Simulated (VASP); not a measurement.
Write the native input for VASP 6.6.1 that does the following.

| Quantity | Value |
| --- | --- |
| Task | single point |
| Functional | PBEsol |
| Potentials or basis | VASP PAW PBE potentials, release 64 (Mg) |
| Cutoff | 520 eV |
| k mesh | 19 × 19 × 19 |
| Occupations | fermi-dirac, width 0.1 eV |
| Spin | no spin polarisation |
| Dipole correction | no |
| Further INCAR settings | ALGO = Normal; EDIFF = 1e-07; NBANDS = 7 |

The structure of Mg lies in POSCAR:

```
Mg
1.0
   -1.4067880869      1.4067880869      1.4067880869
    1.4067880869     -1.4067880869      1.4067880869
    1.4067880869      1.4067880869     -1.4067880869
Mg
1
Direct
    0.0000000000      0.0000000000      0.0000000000
```

The input as run:

INCAR

```
ALGO = Normal ; EDIFF = 1E-7
ENCUT = 520 ; GGA = PS
ISIF = 2 ; ISMEAR = -1
LASPH = T ; LCHARG = T
LELF = T ; LREAL = F
LVHAR = T ; LWAVE = F
NBANDS = 7 ; NELM = 60
PREC = Accurate ; SIGMA = 0.1
```

KPOINTS

```
k-points
0
Gamma
  19 19 19
```

Potentials or basis: VASP PAW PBE potentials, release 64 (Mg).

Command:

```console
$ cat potpaw_PBE.64/Mg/POTCAR > POTCAR
$ mpirun -np 1 vasp_std > vasp.out
```

Results of the run:

```json
{
 "Pressure": "102.7 GPa",
 "Band gap on the k mesh": "zero (band 1 reaches 11.09 eV, above the bottom of band 2 at 6.91 eV)"
}
```

Caveat: the PAW data sets were made with another functional, which shifts forces and pressure a little.

Run time: 25 s on 1 thread of AMD EPYC 7R43 64-Core Processor (Zen 3) (shared host), peak memory 0.09 GiB.
